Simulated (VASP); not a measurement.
# TaN (Fm-3m) in VASP: notebook

The runs below take TaN through single point, with PBE.

Program: VASP 6.6.1. These are calculated values, not measurements. Logs are shortened: lines on timing, memory, paths and dates and some standing lists are left out, and cuts for length are marked.

## 1. The cell of the first run

Symmetry: Fm-3m, No. 225, cubic system. Conventional cell: a = 4.176 Å, b = 4.176 Å, c = 4.176 Å, α = 90.00°, β = 90.00°, γ = 90.00°. Ta (site symmetry m-3m) has 6 N at 2.09 Å within 2.8 Å. N (site symmetry m-3m) has 6 Ta at 2.09 Å within 2.8 Å.

## 2. Single point, PBE

INCAR

```
ALGO = Normal
EDIFF = 1E-6
ENCUT = 520
GGA = PE
ISIF = 2
ISMEAR = 1
LASPH = T
LCHARG = T
LELF = T
LREAL = F
LVHAR = T
LWAVE = F
NBANDS = 15
NELM = 80
PREC = Accurate
SIGMA = 0.15
```

KPOINTS

```
k-points
0
Gamma
  11 11 11
```

POSCAR

```
TaN
1.0
    0.0000000000      2.0881007737      2.0881007737
    2.0881007737      0.0000000000      2.0881007737
    2.0881007737      2.0881007737      0.0000000000
Ta N
1 1
Direct
    0.5000000000      0.5000000000      0.5000000000
    0.0000000000      0.0000000000      0.0000000000
```

Potentials or basis: VASP PAW PBE potentials, release 64 (Ta_pv, N).

Launch:

```bash
$ cat potpaw_PBE.64/Ta_pv/POTCAR potpaw_PBE.64/N/POTCAR > POTCAR
$ mpirun -np 1 vasp_std > vasp.out
```

OUTCAR:

```text
EDIFF = 1E-6
   ENCUT = 520
   GGA = PE
   ISIF = 2
   ISMEAR = 1
   LASPH = T
   LREAL = F
   NELM = 80
   PREC = Accurate

 ion  position               nearest neighbor table
   1  0.500  0.500  0.500-   2 2.09   2 2.09   2 2.09   2 2.09   2 2.09   2 2.09
   2  0.000  0.000  0.000-   1 2.09   1 2.09   1 2.09   1 2.09   1 2.09   1 2.09

  LATTYP: Found a face centered cubic cell.
 ALAT       =     4.1762015474

  Lattice vectors:

 A1 = (   0.0000000000,   2.0881007737,   2.0881007737)
 A2 = (   2.0881007737,   0.0000000000,   2.0881007737)
 A3 = (   2.0881007737,   2.0881007737,   0.0000000000)

Analysis of symmetry for initial positions (statically):
=====================================================================
 Subroutine PRICEL returns:
 Original cell was already a primitive cell.

 Routine SETGRP: Setting up the symmetry group for a
 face centered cubic supercell.

 Subroutine GETGRP returns: Found 48 space group operations
 (whereof 48 operations were pure point group operations)
 out of a pool of 48 trial point group operations.

The static configuration has the point symmetry O_h .

Analysis of symmetry for dynamics (positions and initial velocities):
=====================================================================
 Subroutine PRICEL returns:
 Original cell was already a primitive cell.

 Routine SETGRP: Setting up the symmetry group for a
 face centered cubic supercell.

 Subroutine GETGRP returns: Found 48 space group operations
 (whereof 48 operations were pure point group operations)
 out of a pool of 48 trial point group operations.

The dynamic configuration has the point symmetry O_h .

 Subroutine INISYM returns: Found 48 space group operations
 (whereof 48 operations are pure point group operations),
 and found     1 'primitive' translations

----------------------------------------------------------------------------------------

                                     Primitive cell

  volume of cell :      18.2089

  direct lattice vectors                    reciprocal lattice vectors
     0.000000000  2.088100774  2.088100774    -0.239452045  0.239452045  0.239452045
     2.088100774  0.000000000  2.088100774     0.239452045 -0.239452045  0.239452045
     2.088100774  2.088100774  0.000000000     0.239452045  0.239452045 -0.239452045

  length of vectors
     2.953020434  2.953020434  2.953020434     0.414743108  0.414743108  0.414743108

  position of ions in fractional coordinates (direct lattice)
     0.500000000  0.500000000  0.500000000
[... 89 lines left out ...]
   NELECT =      16.0000    total number of electrons
   NUPDOWN=      -1.0000    fix difference up-down
   EMIN   =  10.00;   EMAX   =-10.00  energy-range for DOS
   EFERMI =   0.00;   METHOD = LEGACY
   ISMEAR =     1;   SIGMA  =   0.15  broadening in eV -4-tet -1-fermi 0-gaus
   EFERMI_NEDOS =   21; number of points for ismear=-14 and -15
   IALGO  =     38    algorithm
   IMIX   =      4    mixing-type and parameters
     AMIX     =   0.40;   BMIX     =  1.00
     AMIX_MAG =   1.60;   BMIX_MAG =  1.00
  volume/ion in A,a.u.               =       9.10        61.44
  Fermi-wavevector in a.u.,A,eV,Ry     =   1.568026  2.963140 33.452737  2.458707
  Thomas-Fermi vector in A             =   2.670119
   LORBIT       =      0    0 simple, 1 ext, 2 COOP (PROOUT), +10 PAW based schemes
   GGA     = PE    functional components
   LHFCALC =     F    Hartree Fock is set to
   AEXX    =    0.0000 exact exchange contribution
   IVDW    =     0    specifies the selected vdW correction
   LEPSILON=     F    determine dielectric tensor
   LRPA    =     F    only Hartree local field effects (RPA)
 non-spin polarized calculation
 Methfessel and Paxton  Order N= 1 SIGMA  =   0.15
  energy-cutoff  :      520.00
  volume of cell :       18.21
 maximum number of plane-waves:       531
 NGX is ok and might be reduce to    24
   NGX = 11   NGY = 11   NGZ = 11

 number of electron      16.0000003 magnetization

 Free energy of the ion-electron system (eV)
  ---------------------------------------------------
  ext. energy  EPLUGINS =         0.00000000
  ---------------------------------------------------
  free energy    TOTEN  =       -21.07163780 eV

  energy without entropy =      -21.07419628  energy(sigma->0) =      -21.07249063

 E-fermi :  11.4471     XC(G=0): -14.3183

 val. band max:       11.3267023104   @ k =  -0.3636   0.2727   0.0909
 cond. band min:      11.4862682770   @ k =   0.0000   0.0000   0.0000
 fundamental gap:      0.1595659666
 Fermi energy:        11.4470650319

 k-point     1 :       0.0000    0.0000    0.0000
  band No.  band energies     occupation
      1     -24.0784      2.00000
      2     -24.0784      2.00000
      3     -24.0784      2.00000
      4      -8.7701      2.00000
      5       7.1174      2.00000
      6       7.1174      2.00000
      7       7.1174      2.00000
      8       8.8049      2.00000
      9       8.8049      2.00000
     10       8.8049      2.00000
     11      11.4863      0.57395
     12      11.4863      0.57395
     13      14.3769     -0.00000
     14      20.8430      0.00000
[... 401 lines left out ...]
      2     -24.3966      2.00000
      3     -24.1293      2.00000
      4      -6.5686      2.00000
      5       2.0785      2.00000
      6       3.4704      2.00000
      7       4.5472      2.00000
      8      10.5049      2.00000
      9      10.9750      2.00008
     10      13.1695     -0.00000
     11      14.0332     -0.00000
     12      18.3221      0.00000
     13      18.6495      0.00000
     14      24.1127      0.00000
     15      26.1029      0.00000

 [... further k-points ...]

------------------------ aborting loop because EDIFF is reached ----------------------------------------

  FORCE on cell =-STRESS in cart. coord.  units (eV):
  Direction    XX          YY          ZZ          XY          YZ          ZX
  --------------------------------------------------------------------------------------
  -------------------------------------------------------------------------------------
  Total        9.3524122      9.3524122      9.3524122      0.0000000      0.0000000     -0.0000000
  in kB      822.9053038    822.9053038    822.9053038      0.0000000      0.0000000     -0.0000000
  external PRESSURE =     822.9053038 kB  Pullay stress =       0.0000000 kB

 VOLUME and BASIS-vectors are now :
 -----------------------------------------------------------------------------
  energy-cutoff  :      520.00
  volume of cell :       18.21
      direct lattice vectors                 reciprocal lattice vectors
     0.000000000  2.088100774  2.088100774    -0.239452045  0.239452045  0.239452045
     2.088100774  0.000000000  2.088100774     0.239452045 -0.239452045  0.239452045
     2.088100774  2.088100774  0.000000000     0.239452045  0.239452045 -0.239452045

 POSITION                                       TOTAL-FORCE (eV/Angst)
 -----------------------------------------------------------------------------------
      2.08810      2.08810      2.08810        -0.000000     -0.000000      0.000000
      0.00000      0.00000      0.00000         0.000000      0.000000     -0.000000
 -----------------------------------------------------------------------------------
    total drift:                                0.000000     -0.000000     -0.000000

  FREE ENERGIE OF THE ION-ELECTRON SYSTEM (eV)
  ---------------------------------------------------
  free  energy   TOTEN  =       -21.0716377986 eV

  energy  without entropy=      -21.0741962808  energy(sigma->0) =      -21.07249063
```

stdout:

```text
POSCAR found type information on POSCAR TaN
 POSCAR found :  2 types and       2 ions
 scaLAPACK will be used
 LDA part: xc-table for (Slater+PW92), standard interpolation
 POSCAR, INCAR and KPOINTS ok, starting setup
 FFT: planning ... GRIDC
 FFT: planning ... GRID_SOFT
 FFT: planning ... GRID
 WAVECAR not read
 entering main loop
```

Wall time 9.4 s (1 thread of Intel Xeon Platinum 8488C (Sapphire Rapids), shared host); peak memory 0.15 GiB.

What came out:

- Free energy: -21.0716 eV
- Pressure: 82.3 GPa
- Band gap on the k mesh: zero (band 8 reaches 13.49 eV, above the bottom of band 9 at 8.80 eV)

Caveat: spin-orbit coupling is left out, which moves the levels of the heavy elements.

## 3. Single point, PBE

This run uses another cell than the first one, of 9.52 Å³/atom, 1.045 times its volume.

INCAR

```
PREC     = Accurate       # precision mode
ENCUT    = 520            # plane-wave cutoff, eV
EDIFF    = 1E-6           # SCF threshold, eV
ISMEAR   = 1              # smearing method
SIGMA    = 0.15           # smearing width, eV
LREAL    = F              # projectors in reciprocal space
LASPH    = T              # aspherical terms in the spheres
NELM     = 100            # most SCF steps
ALGO     = Normal         # electronic algorithm
ISIF     = 2              # what is computed and relaxed
LWAVE    = F              # write WAVECAR
LCHARG   = F              # write CHGCAR
GGA      = PE             # functional
NBANDS   = 15             # bands
```

KPOINTS

```
Automatic mesh
0
Gamma
  11 11 11
```

POSCAR

```
TaN
1.0
    0.0000000000      2.1192710523      2.1192710523
    2.1192710523      0.0000000000      2.1192710523
    2.1192710523      2.1192710523      0.0000000000
Ta N
1 1
Direct
    0.5000000000      0.5000000000      0.5000000000
    0.0000000000      0.0000000000      0.0000000000
```

Potentials or basis: VASP PAW PBE potentials, release 64 (Ta_pv, N).

Launch:

```bash
$ cat potpaw_PBE.64/Ta_pv/POTCAR potpaw_PBE.64/N/POTCAR > POTCAR
$ mpirun -np 1 vasp_std > vasp.out
```

Wall time 8.9 s (1 thread of Intel Xeon Platinum 8488C (Sapphire Rapids), shared host); peak memory 0.15 GiB.

The run converged. Its results:

- Free energy: -21.4250 eV
- Pressure: 55.1 GPa
- Band gap on the k mesh: zero (band 8 reaches 12.82 eV, above the bottom of band 9 at 8.41 eV)

Levels at points of the mesh, in eV from the Fermi level:
```
           k point  band 6  band 7  band 8  band 9  band 10  band 11
(0.00, 0.00, 0.00)   -4.21   -4.21   -2.50   -2.50    -2.50     0.03
```

Caveat: spin-orbit coupling is left out, which moves the levels of the heavy elements.

## 4. Single point, PBE

This run uses another cell than the first one, of 9.93 Å³/atom, 1.091 times its volume.

INCAR

```
SYSTEM = TaN
PREC = Accurate ; ENCUT = 520
EDIFF = 1E-6 ; ISMEAR = 1
SIGMA = 0.15 ; LREAL = .FALSE.
LASPH = .TRUE. ; NELM = 100
ALGO = Normal ; ISIF = 2
LWAVE = .FALSE. ; LCHARG = .FALSE.
GGA = PE ; NBANDS = 15
```

KPOINTS

```
regular mesh
0
G
  11 11 11
  0 0 0
```

POSCAR

```
TaN
1.0
    0.0000000000      2.1495504440      2.1495504440
    2.1495504440      0.0000000000      2.1495504440
    2.1495504440      2.1495504440      0.0000000000
Ta N
1 1
Direct
    0.5000000000      0.5000000000      0.5000000000
    0.0000000000      0.0000000000      0.0000000000
```

Potentials or basis: VASP PAW PBE potentials, release 64 (Ta_pv, N).

Launch:

```bash
$ cat potpaw_PBE.64/Ta_pv/POTCAR potpaw_PBE.64/N/POTCAR > POTCAR
$ mpirun -np 1 vasp_std > vasp.out
```

OUTCAR:

```text
SYSTEM = TaN
   PREC = Accurate
   ENCUT = 520
   EDIFF = 1E-6
   ISMEAR = 1
   LREAL = .FALSE.
   LASPH = .TRUE.
   NELM = 100
   ISIF = 2
   GGA = PE

 ion  position               nearest neighbor table
   1  0.500  0.500  0.500-   2 2.15   2 2.15   2 2.15   2 2.15   2 2.15   2 2.15
   2  0.000  0.000  0.000-   1 2.15   1 2.15   1 2.15   1 2.15   1 2.15   1 2.15

  LATTYP: Found a face centered cubic cell.
 ALAT       =     4.2991008880

  Lattice vectors:

 A1 = (   0.0000000000,   2.1495504440,   2.1495504440)
 A2 = (   2.1495504440,   0.0000000000,   2.1495504440)
 A3 = (   2.1495504440,   2.1495504440,   0.0000000000)

Analysis of symmetry for initial positions (statically):
=====================================================================
 Subroutine PRICEL returns:
 Original cell was already a primitive cell.

 Routine SETGRP: Setting up the symmetry group for a
 face centered cubic supercell.

 Subroutine GETGRP returns: Found 48 space group operations
 (whereof 48 operations were pure point group operations)
 out of a pool of 48 trial point group operations.

The static configuration has the point symmetry O_h .

Analysis of symmetry for dynamics (positions and initial velocities):
[... 179 lines left out ...]
     12      10.4154      0.77449
     13      12.4660     -0.00000
     14      19.7653      0.00000
[... 401 lines left out ...]
      2     -25.5413      2.00000
      3     -25.3496      2.00000
      4      -7.2292      2.00000
      5       1.6217      2.00000
      6       3.0346      2.00000
      7       3.9288      2.00000
      8       9.5649      2.00000
      9       9.9803      2.00065
     10      11.8908     -0.00000
     11      12.5347     -0.00000
     12      16.5080      0.00000
     13      16.8083      0.00000
     14      22.8467      0.00000
     15      24.2362      0.00000

 [... further k-points ...]

------------------------ aborting loop because EDIFF is reached ----------------------------------------

  FORCE on cell =-STRESS in cart. coord.  units (eV):
  Direction    XX          YY          ZZ          XY          YZ          ZX
  --------------------------------------------------------------------------------------
  -------------------------------------------------------------------------------------
  Total        4.1211118      4.1211118      4.1211118      0.0000000      0.0000000      0.0000000
  in kB      332.3931444    332.3931444    332.3931444      0.0000000      0.0000000      0.0000000
  external PRESSURE =     332.3931444 kB  Pullay stress =       0.0000000 kB

 VOLUME and BASIS-vectors are now :
 -----------------------------------------------------------------------------
  energy-cutoff  :      520.00
  volume of cell :       19.86
      direct lattice vectors                 reciprocal lattice vectors
     0.000000000  2.149550444  2.149550444    -0.232606777  0.232606777  0.232606777
     2.149550444  0.000000000  2.149550444     0.232606777 -0.232606777  0.232606777
     2.149550444  2.149550444  0.000000000     0.232606777  0.232606777 -0.232606777

 POSITION                                       TOTAL-FORCE (eV/Angst)
 -----------------------------------------------------------------------------------
      2.14955      2.14955      2.14955         0.000000      0.000000     -0.000000
      0.00000      0.00000      0.00000        -0.000000     -0.000000      0.000000
 -----------------------------------------------------------------------------------
    total drift:                                0.000000     -0.000000     -0.000000

  FREE ENERGIE OF THE ION-ELECTRON SYSTEM (eV)
  ---------------------------------------------------
  free  energy   TOTEN  =       -21.6521529122 eV

  energy  without entropy=      -21.6548455008  energy(sigma->0) =      -21.65305044
```

Wall time 9.4 s (1 thread of Intel Xeon Platinum 8488C (Sapphire Rapids), shared host); peak memory 0.15 GiB.

What came out:

| Property | Result |
| --- | --- |
| Free energy | -21.6522 eV |
| Pressure | 33.2 GPa |
| Band gap on the k mesh | zero (band 8 reaches 12.19 eV, above the bottom of band 9 at 8.03 eV) |

Levels at points of the mesh, in eV from the Fermi level:
```tsv
k point	band 5	band 6	band 7	band 8	band 9	band 10	band 11	band 12
(0.00, 0.00, 0.00)	-4.08	-4.08	-4.08	-2.36	-2.36	-2.36	0.02	0.02
```

Caveat: spin-orbit coupling is left out, which moves the levels of the heavy elements.

[end of part 1 of 2]
